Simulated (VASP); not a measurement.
CaO: single point with PBE

Crystal: CaO.

```
CELL_PARAMETERS angstrom
0.00000 2.41227 2.44900
2.48574 0.00000 2.44900
2.48574 2.41227 0.00000
ATOMIC_POSITIONS crystal
Ca 0.00000 0.00000 0.00000
O 0.50000 0.50000 0.50000
```

This cell differs from its parent crystal: strain +0.0150 x Voigt [1, -1, 0, 0, 0, 0].

```
Program             : VASP 6.6.1
Task                : single point
Functional          : PBE
Potentials or basis : VASP PAW PBE potentials, release 64 (Ca_sv, O)
Cutoff              : 520 eV
k mesh              : 8 × 8 × 8
Occupations         : gaussian, width 0.05 eV
Spin                : no spin polarisation
```

```json
{
 "Pressure": "-3.4 GPa",
 "Band gap on the k mesh": "3.57 eV, indirect (least direct gap 4.01 eV)"
}
```

Stress tensor (GPa, compression positive):
```
-5.10  0.00  0.00
 0.00 -1.57  0.00
 0.00  0.00 -3.51
```

Levels at points of the mesh, in eV from the valence-band top:
| k point | band 6 | band 7 | band 8 | band 9 | band 10 | band 11 |
| --- | --- | --- | --- | --- | --- | --- |
| (0.00, 0.00, 0.00) | -0.06 | -0.03 | 0.00 | 4.22 | 5.96 | 6.06 |
| (0.50, 0.00, 0.00) | -2.54 | -1.13 | -1.13 | 6.76 | 8.01 | 8.03 |
| (0.50, 0.50, 0.00) | -1.35 | -0.43 | -0.39 | 3.62 | 7.58 | 8.56 |
| (0.50, 0.00, 0.50) | -1.27 | -0.46 | -0.44 | 3.57 | 7.62 | 8.55 |
| (0.00, 0.50, 0.50) | -1.42 | -0.39 | -0.36 | 3.66 | 7.59 | 8.56 |

It took 18 s on 1 thread of Intel(R) Xeon(R) 6975P-C (Granite Rapids), with other jobs on the host, peak memory 0.18 GiB.

Caveat: the cell differs from its parent crystal (strain +0.0150 x Voigt [1, -1, 0, 0, 0, 0]). A k mesh can miss the band edges.
